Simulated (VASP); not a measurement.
# Be4Se in VASP: notebook

Be4Se is run at these levels: PBE; tasks: single point.

Everything below comes from runs of VASP 6.6.1. Logs are shortened: lines on timing, memory, paths and dates and some standing lists are left out, and cuts for length are marked.

### Step 1. The cell of the first run

The typed cell holds 10 atoms: a = 3.699 Å, b = 3.700 Å, c = 10.973 Å, α = 70.45°, β = 70.45°, γ = 90.37°.

### Step 2. Single point, PBE

Contents of INCAR:

```
SYSTEM = Be4Se
  PREC = Accurate
  ENCUT = 520
  EDIFF = 1E-7
  ISMEAR = 0
  SIGMA = 0.2
  LREAL = .FALSE.
  LASPH = .TRUE.
  NELM = 60
  ALGO = Normal
  ISIF = 2
  LWAVE = .FALSE.
  LCHARG = .FALSE.
  GGA = PE
  NBANDS = 25
```

Contents of KPOINTS:

```
regular mesh
0
G
  6 6 2
  0 0 0
```

Contents of POSCAR:

```
Be4Se
1.0
    3.6330995767     -0.0775645321      0.6931833166
   -0.0790762732      3.6338797899      0.6940773967
    1.7351839301      1.7339042948     10.6955566519
Be Se
8 2
Direct
    0.2561919558     -0.0448929581      0.3942958098
    0.2538296016     -0.0435798072      0.8944374741
    0.6547150718     -0.1376508987      0.4949967236
    0.6541753740     -0.1520762935      0.9950903561
    0.0436593642      0.7445269899      0.1056883451
    0.0445437152      0.7445941334      0.6054873896
    0.1354030322      0.3459659808      0.0051041614
    0.1571003548      0.3444595207      0.5050147407
   -0.0992734908      0.0993832274      0.2499520600
    0.8996550210      0.0992701053      0.7499329396
```

Potentials or basis: VASP PAW PBE potentials, release 64 (Be, Se).

Run with:

```
$ cat potpaw_PBE.64/Be/POTCAR potpaw_PBE.64/Se/POTCAR > POTCAR
$ mpirun -np 1 vasp_std > vasp.out
```

OUTCAR:

```text
SYSTEM = Be4Se
   PREC = Accurate
   ENCUT = 520
   EDIFF = 1E-7
   ISMEAR = 0
   LREAL = .FALSE.
   LASPH = .TRUE.
   NELM = 60
   ISIF = 2
   GGA = PE

 ion  position               nearest neighbor table
   1  0.256  0.955  0.394-   6 2.04   3 2.09   3 2.09   8 2.14   8 2.14   9 2.32   9 2.32
   2  0.254  0.956  0.894-   5 2.04   4 2.09   4 2.09   7 2.14   7 2.14  10 2.31  10 2.32
   3  0.655  0.862  0.495-   1 2.09   1 2.09   6 2.13   6 2.14   9 2.37
   4  0.654  0.848  0.995-   2 2.09   2 2.09   5 2.14   5 2.14  10 2.37
   5  0.044  0.745  0.106-   2 2.04   7 2.09   7 2.09   4 2.14   4 2.14   9 2.31   9 2.32
   6  0.045  0.745  0.605-   1 2.04   8 2.09   8 2.09   3 2.13   3 2.14  10 2.31  10 2.32
   7  0.135  0.346  0.005-   5 2.09   5 2.09   2 2.14   2 2.14   9 2.36
   8  0.157  0.344  0.505-   6 2.09   6 2.09   1 2.14   1 2.14  10 2.37
   9  0.901  0.099  0.250-   5 2.31   1 2.32   1 2.32   5 2.32   7 2.36   3 2.37
  10  0.900  0.099  0.750-   2 2.31   6 2.31   6 2.32   2 2.32   8 2.37   4 2.37

  LATTYP: Found a triclinic cell.
 ALAT       =     5.2156449401
 B/A-ratio  =     0.7092987077
 C/A-ratio  =     1.8517043951
 COS(alpha) =     0.0004006489
 COS(beta)  =     0.0006398849
 COS(gamma) =     0.7047364272

  Lattice vectors:

 A1 = (   3.5540233035,   3.5563152578,   1.3872607133)
 A2 = (   3.6330995767,  -0.0775645321,   0.6931833166)
 A3 = (   1.8188393734,   1.8224109630,  -9.3082959386)

Analysis of symmetry for initial positions (statically):
=====================================================================
 Subroutine PRICEL returns:
 Original cell was already a primitive cell.

 Routine SETGRP: Setting up the symmetry group for a
 triclinic supercell.

 Subroutine GETGRP returns: Found  1 space group operations
 (whereof  1 operations were pure point group operations)
 out of a pool of  2 trial point group operations.

The static configuration has the point symmetry C_1 .

Analysis of symmetry for dynamics (positions and initial velocities):
=====================================================================
 Subroutine PRICEL returns:
 Original cell was already a primitive cell.

 Routine SETGRP: Setting up the symmetry group for a
 triclinic supercell.

 Subroutine GETGRP returns: Found  1 space group operations
 (whereof  1 operations were pure point group operations)
 out of a pool of  2 trial point group operations.

The dynamic configuration has the point symmetry C_1 .

 Subroutine INISYM returns: Found  1 space group operations
 (whereof  1 operations are pure point group operations),
 and found     1 'primitive' translations

----------------------------------------------------------------------------------------

                                     Primitive cell

  volume of cell :     132.2082

  direct lattice vectors                    reciprocal lattice vectors
     3.633099577 -0.077564532  0.693183317     0.284875728  0.015506730 -0.048730420
    -0.079076273  3.633879790  0.694077397     0.015365988  0.284817626 -0.048665940
     1.735183930  1.733904295 10.695556652    -0.019460071 -0.019487951  0.099813135

  length of vectors
     3.699450216  3.700416033 10.973250178     0.289429254  0.289353706  0.103542921

  position of ions in fractional coordinates (direct lattice)
     0.256191956  0.955107042  0.394295810
     0.253829602  0.956420193  0.894437474
     0.654715072  0.862349101  0.494996724
     0.654175374  0.847923706  0.995090356
     0.043659364  0.744526990  0.105688345
     0.044543715  0.744594133  0.605487390
     0.135403032  0.345965981  0.005104161
     0.157100355  0.344459521  0.505014741
     0.900726509  0.099383227  0.249952060
     0.899655021  0.099270105  0.749932940

  ion indices of the primitive-cell ions
   primitive index   ion index
                 1           1
                 2           2
                 3           3
                 4           4
                 5           5
                 6           6
                 7           7
                 8           8
                 9           9
                10          10

----------------------------------------------------------------------------------------

 KPOINTS: regular mesh

Automatic generation of k-mesh.
 Grid dimensions read from file:
 generate k-points for:    6    6    2

 Generating k-lattice:

  Cartesian coordinates                     Fractional coordinates (reciprocal lattice)
     0.047479288  0.002584455 -0.008121737     0.166666667 -0.000000000  0.000000000
     0.002560998  0.047469604 -0.008110990    -0.000000000  0.166666667 -0.000000000
    -0.009730035 -0.009743975  0.049906568     0.000000000  0.000000000  0.500000000

  Length of vectors
     0.048238209  0.048225618  0.051771461

  Shift w.r.t. Gamma in fractional coordinates (k-lattice)
     0.000000000  0.000000000  0.000000000

 Subroutine IBZKPT returns following result:
 ===========================================

[... 71 lines left out ...]

 Free energy of the ion-electron system (eV)
  ---------------------------------------------------
  ext. energy  EPLUGINS =         0.00000000
  ---------------------------------------------------
  free energy    TOTEN  =       -34.41869055 eV

  energy without entropy =      -34.39354407  energy(sigma->0) =      -34.40611731

 E-fermi :   4.5694     XC(G=0):  -9.4411

 val. band max:        4.4895845397   @ k =  -0.3333   0.3333  -0.0000
 cond. band min:       4.6059046449   @ k =   0.3333   0.3333   0.5000
 fundamental gap:      0.1163201052
 Fermi energy:         4.5694416589

 k-point     1 :       0.0000    0.0000    0.0000
  band No.  band energies     occupation
      1     -10.4678      2.00000
      2     -10.3599      2.00000
      3      -4.4920      2.00000
      4      -2.3302      2.00000
      5      -2.2089      2.00000
      6       0.4869      2.00000
[... 17 lines left out ...]
     24       8.6178      0.00000
     25      11.5909      0.00000

 k-point     2 :       0.1667    0.0000    0.0000
  band No.  band energies     occupation
      1     -10.3548      2.00000
      2     -10.2701      2.00000
      3      -4.2344      2.00000
      4      -2.8090      2.00000
      5      -1.5591      2.00000
      6      -0.4592      2.00000
[... 17 lines left out ...]
     24       9.6937      0.00000
     25      10.4923      0.00000

 k-point     3 :       0.3333    0.0000    0.0000
  band No.  band energies     occupation
      1     -10.1062      2.00000
      2     -10.0742      2.00000
      3      -3.5772      2.00000
      4      -3.0823      2.00000
      5      -1.6543      2.00000
      6      -1.5022      2.00000
[... 17 lines left out ...]
     24       9.9379      0.00000
     25      10.0498      0.00000

 k-point     4 :       0.5000    0.0000    0.0000
  band No.  band energies     occupation
      1      -9.9709      2.00000
      2      -9.9635      2.00000
      3      -3.1954      2.00000
      4      -3.1927      2.00000
      5      -1.7917      2.00000
      6      -1.7884      2.00000
[... 17 lines left out ...]
     24       9.7362      0.00000
     25      10.1010      0.00000
[... 477 lines left out ...]
 k-point    22 :       0.1667   -0.0000    0.5000
  band No.  band energies     occupation
      1     -10.3376      2.00000
      2     -10.2884      2.00000
      3      -4.0433      2.00000
      4      -3.3174      2.00000
      5      -0.8913      2.00000
      6      -0.3881      2.00000
[... 17 lines left out ...]
     24       9.6628      0.00000
     25      10.3040      0.00000

 k-point    23 :       0.3333    0.0000    0.5000
  band No.  band energies     occupation
      1     -10.1171      2.00000
      2     -10.0629      2.00000
      3      -3.7093      2.00000
      4      -2.7456      2.00000
      5      -1.8224      2.00000
      6      -1.7745      2.00000
[... 17 lines left out ...]
     24       9.8614      0.00000
     25      10.0499      0.00000

 k-point    24 :       0.5000    0.0000    0.5000
  band No.  band energies     occupation
      1      -9.9710      2.00000
      2      -9.9636      2.00000
      3      -3.0461      2.00000
      4      -3.0286      2.00000
      5      -2.3394      2.00000
      6      -2.3345      2.00000
[... 17 lines left out ...]
     24       9.6636      0.00000
     25      10.3124      0.00000

 [... further k-points ...]

------------------------ aborting loop because EDIFF is reached ----------------------------------------

  FORCE on cell =-STRESS in cart. coord.  units (eV):
  Direction    XX          YY          ZZ          XY          YZ          ZX
  --------------------------------------------------------------------------------------
  -------------------------------------------------------------------------------------
  Total        0.1138839      0.0630716      0.1317014      0.0467131      0.0352543      0.0288969
  in kB        1.3801128      0.7643393      1.5960363      0.5660973      0.4272323      0.3501897
  external PRESSURE =       1.2468295 kB  Pullay stress =       0.0000000 kB

 VOLUME and BASIS-vectors are now :
 -----------------------------------------------------------------------------
  energy-cutoff  :      520.00
  volume of cell :      132.21
      direct lattice vectors                 reciprocal lattice vectors
     3.633099577 -0.077564532  0.693183317     0.284875728  0.015506730 -0.048730420
    -0.079076273  3.633879790  0.694077397     0.015365988  0.284817626 -0.048665940
     1.735183930  1.733904295 10.695556652    -0.019460071 -0.019487951  0.099813135

 POSITION                                       TOTAL-FORCE (eV/Angst)
 -----------------------------------------------------------------------------------
      1.53942      4.13454      5.05772         0.001882      0.007578     -0.003034
      2.39857      5.00670     10.40629         0.005191     -0.001470     -0.010899
      3.16936      3.94117      6.34664        -0.000168     -0.002582      0.000885
      4.03630      4.75590     11.68503         0.000194      0.003285      0.000087
      0.28313      2.88539      1.67742        -0.008666      0.003930      0.001602
      1.15358      3.75217      7.02371        -0.001439      0.001864      0.014868
      0.47343      1.25555      0.38858         0.003905     -0.005798     -0.010631
      1.41982      2.11519      5.74939        -0.005240      0.000737     -0.009173
      3.69828      0.72468      3.36672         0.005577     -0.007826      0.007337
      4.56196      1.59127      8.71348        -0.001235      0.000283      0.008960
 -----------------------------------------------------------------------------------
    total drift:                               -0.000027      0.000004     -0.000000

  FREE ENERGIE OF THE ION-ELECTRON SYSTEM (eV)
  ---------------------------------------------------
  free  energy   TOTEN  =       -34.4186905456 eV

  energy  without entropy=      -34.3935440749  energy(sigma->0) =      -34.40611731
```

Wall time 2.4 min (1 thread of Intel Xeon 6975P-C, shared host); peak memory 0.3 GiB.

What came out:

```yaml
Free_energy: -34.4187 eV
Pressure: 0.1 GPa
Largest_force: 0.015 eV/Å
Band_gap_on_the_k_mesh: zero (band 14 reaches 5.18 eV, above the bottom of band 15 at 3.00 eV)
```

Forces on the atoms (eV/Å):
```
Be   0.002  0.008 -0.003
Be   0.005 -0.001 -0.011
Be   0.000 -0.003  0.001
Be   0.000  0.003  0.000
Be  -0.009  0.004  0.002
Be  -0.001  0.002  0.015
Be   0.004 -0.006 -0.011
Be  -0.005  0.001 -0.009
Se   0.006 -0.008  0.007
Se  -0.001  0.000  0.009
```

### Step 3. Single point, PBE

This run uses another cell than the first one, of the same volume but with other edges.

Contents of INCAR:

```
SYSTEM = Be4Se
PREC     = Accurate       ! precision mode
ENCUT    = 520            ! plane-wave cutoff, eV
EDIFF    = 1E-7           ! SCF threshold, eV
ISMEAR   = 0              ! smearing method
SIGMA    = 0.1            ! smearing width, eV
LREAL    = .False.        ! projectors in reciprocal space
LASPH    = .True.         ! aspherical terms in the spheres
NELM     = 80             ! most SCF steps
ALGO     = Normal         ! electronic algorithm
ISIF     = 2              ! what is computed and relaxed
LWAVE    = .False.        ! write WAVECAR
LCHARG   = .True.         ! write CHGCAR
GGA      = PE             ! functional
LELF     = .True.         ! ELF
LVHAR    = .True.       
NBANDS   = 25             ! bands
```

Contents of KPOINTS:

```
Automatic mesh
0
Gamma
  6 6 2
  0 0 0
```

Contents of POSCAR:

```
Be4Se
1.0
    2.6078224700     -2.6246461331      0.0000000000
    2.6078224700      2.6246461331      0.0000000000
    0.0000000000      0.0000000000      9.6578326588
Be Se
8 2
Direct
    0.2497430752      0.2501336856      0.3943533100
    0.7502569248      0.7498663144      0.8943533100
    0.7489671049      0.2580766588      0.4950542238
    0.2510328951      0.7419233412      0.9950542238
    0.7498663144      0.7502569248      0.1056466900
    0.2501336856      0.2497430752      0.6056466900
    0.7419233412      0.2510328951      0.0049457762
    0.2580766588      0.7489671049      0.5049457762
    0.7499338788      0.2500661212      0.2500000000
    0.2500661212      0.7499338788      0.7500000000
```

Potentials or basis: VASP PAW PBE potentials, release 64 (Be, Se).

Run with:

```
$ cat potpaw_PBE.64/Be/POTCAR potpaw_PBE.64/Se/POTCAR > POTCAR
$ mpirun -np 1 vasp_std > vasp.out
```

Wall time 86 s (1 thread of Intel Xeon 6975P-C, shared host); peak memory 0.26 GiB.

Results (log left out):

```yaml
Free_energy: -34.4316 eV
Pressure: 0.2 GPa
Largest_force: 0.025 eV/Å
Band_gap_on_the_k_mesh: zero (band 14 reaches 5.23 eV, above the bottom of band 15 at 2.99 eV)
```

Forces in eV/Å, atoms in the order of the input:
```
Be  -0.008 -0.016  0.001
Be   0.008  0.016  0.001
Be   0.013 -0.021  0.005
Be  -0.013  0.021  0.005
Be   0.008 -0.016 -0.001
Be  -0.008  0.016 -0.001
Be  -0.013 -0.021 -0.005
Be   0.013  0.021 -0.005
Se   0.000 -0.003  0.000
Se   0.000  0.003  0.000
```

Stress tensor (GPa, compression positive):
```
0.14 0.00 0.00
0.00 0.04 0.00
0.00 0.00 0.55
```

Levels at points of the mesh, in eV from the Fermi level:
```csv
k point,band 11,band 12,band 13,band 14,band 15,band 16,band 17,band 18
"(0.00, 0.00, 0.00)",-1.55,-1.53,-0.53,0.71,0.72,1.06,2.08,2.13
"(0.50, 0.00, 0.00)",-3.09,-3.08,0.24,0.28,1.98,2.06,2.93,2.98
"(0.50, 0.50, 0.00)",-3.02,-2.98,-1.51,-1.51,-1.25,-1.24,0.76,0.77
"(0.00, 0.00, 0.50)",-0.52,-0.52,-0.49,-0.49,0.57,0.57,2.32,2.32
"(0.50, 0.00, 0.50)",-2.28,-2.28,0.24,0.24,0.87,0.87,3.16,3.16
"(0.50, 0.50, 0.50)",-2.47,-2.47,-2.37,-2.37,-1.48,-1.48,1.67,1.67
```

### Step 4. Single point, PBE

This run uses another cell than the first one, of the same volume but with other edges.

Contents of INCAR:

```
ALGO = Normal ; EDIFF = 1E-6
ENCUT = 520 ; GGA = PE
ISIF = 2 ; ISMEAR = 0
LASPH = T ; LCHARG = T
LELF = T ; LREAL = F
LVHAR = T ; LWAVE = F
NBANDS = 25 ; NELM = 60
PREC = Accurate ; SIGMA = 0.1
```

Contents of KPOINTS:

```
k-points
0
Gamma
  10 10 4
```

Contents of POSCAR:

```
Be4Se
1.0
    2.6148041797     -2.6255250817      0.0000000000
    2.6148041797      2.6255250817      0.0000000000
    0.0000000000      0.0000000000      9.6298198619
Be Se
8 2
Direct
    0.2507152964      0.2502435221      0.3943124762
    0.7492847036      0.7497564779      0.8943124762
    0.7499327335      0.2580794626      0.4952131546
    0.2500672665      0.7419205374      0.9952131546
    0.7497564779      0.7492847036      0.1056875238
    0.2502435221      0.2507152964      0.6056875238
    0.7419205374      0.2500672665      0.0047868454
    0.2580794626      0.7499327335      0.5047868454
    0.7507601439      0.2492398561      0.2500000000
    0.2492398561      0.7507601439      0.7500000000
```

Run with:

```
$ cat potpaw_PBE.64/Be/POTCAR potpaw_PBE.64/Se/POTCAR > POTCAR
$ mpirun -np 1 vasp_std > vasp.out
```

Run time: 4.4 min. Hardware: 1 thread of Intel Xeon 6975P-C, shared host; peak memory 0.39 GiB.

Results (log left out):

* Free energy: -34.3773 eV
* Pressure: 0.1 GPa
* Largest force: 0.006 eV/Å
* Band gap on the k mesh: zero (band 14 reaches 5.25 eV, above the bottom of band 15 at 3.00 eV)

Forces on the atoms (eV/Å):
```
Be   0.000 -0.002 -0.006
Be   0.000  0.002 -0.006
Be   0.001 -0.005 -0.002
Be  -0.001  0.005 -0.002
Be   0.000 -0.002  0.006
Be   0.000  0.002  0.006
Be  -0.001 -0.005  0.002
Be   0.001  0.005  0.002
Se   0.000  0.002  0.000
Se   0.000 -0.002  0.000
```

Stress tensor (GPa, compression positive):
```
0.11 0.00 0.00
0.00 0.05 0.00
0.00 0.00 0.17
```

Levels at points of the mesh, in eV from the Fermi level:
```csv
k point,band 10,band 11,band 12,band 13,band 14,band 15,band 16,band 17,band 18,band 19
"(0.00, 0.00, 0.00)",-2.68,-1.66,-1.65,-0.62,0.61,0.62,0.93,1.98,2.01,2.56
"(0.50, 0.00, 0.00)",-3.29,-3.23,-3.21,0.12,0.16,1.91,1.98,2.85,2.90,3.03
"(0.50, 0.50, 0.00)",-4.56,-3.12,-3.10,-1.60,-1.60,-1.34,-1.33,0.67,0.68,3.04
"(0.00, 0.00, 0.50)",-3.82,-0.62,-0.62,-0.61,-0.61,0.45,0.45,2.21,2.21,2.88
"(0.50, 0.00, 0.50)",-3.22,-2.36,-2.36,0.12,0.12,0.80,0.80,3.03,3.03,3.36
"(0.50, 0.50, 0.50)",-4.34,-2.57,-2.57,-2.48,-2.48,-1.58,-1.58,1.60,1.60,4.15
```

### Step 5. The runs side by side

```csv
cell,k mesh,smearing,gap on the mesh (eV),pressure (GPa),largest force (eV/Å)
"a = 3.699, b = 3.700, c = 10.973 Å, angles 70.5, 70.5, 90.4°, 10 atoms",6 × 6 × 2,gaussian 0.2 eV,none,0.1,0.02
"a = 3.700, b = 3.700, c = 9.658 Å, angles 90.0, 90.0, 90.4°, 10 atoms",6 × 6 × 2,gaussian 0.1 eV,none,0.2,0.03
"a = 3.705, b = 3.705, c = 9.630 Å, angles 90.0, 90.0, 90.2°, 10 atoms",10 × 10 × 4,gaussian 0.1 eV,none,0.1,0.01
```

Alike in all rows: task single point; level PBE; potentials or basis VASP PAW PBE potentials, release 64 (Be, Se); no spin polarisation; cutoff (eV) 520.

Absolute energies hang on the potentials; compare differences alone.
